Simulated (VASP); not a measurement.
A run of VASP 6.6.1 is set up as follows.

The input INCAR:

```
SYSTEM = ZnCu
PREC = Accurate
ENCUT = 520
EDIFF = 1E-6
ISMEAR = -4
SIGMA = 0.1
LREAL = .False.
LASPH = .True.
NELM = 80
ALGO = Normal
ISIF = 2
LWAVE = .False.
LCHARG = .True.
GGA = PE
LELF = .True.
LVHAR = .True.
NBANDS = 18
```

The input KPOINTS:

```
regular mesh
0
Gamma
  10 10 10
  0 0 0
```

File POSCAR:

```
ZnCu
1.0
    2.9450000000      0.0000000000      0.0000000000
    0.0000000000      2.9450000000      0.0000000000
    0.0000000000      0.0000000000      2.9450000000
Zn Cu
1 1
Direct
    0.4850000000      0.4850000000      0.4850000000
    0.0150000000      0.0150000000      0.0150000000
```

Potentials or basis: VASP PAW PBE potentials, release 64 (Zn, Cu).

Launch:

```console
$ cat potpaw_PBE.64/Zn/POTCAR potpaw_PBE.64/Cu/POTCAR > POTCAR
$ mpirun -np 1 vasp_std > vasp.out
```

(1) What does it give for the pressure?

(2) Estimate the band gap on the k mesh.

Results:

(1) 4.5 GPa.

(2) zero (an odd number of electrons rules out a gap without spin polarisation).

Caveat: the cell stands under pressure.
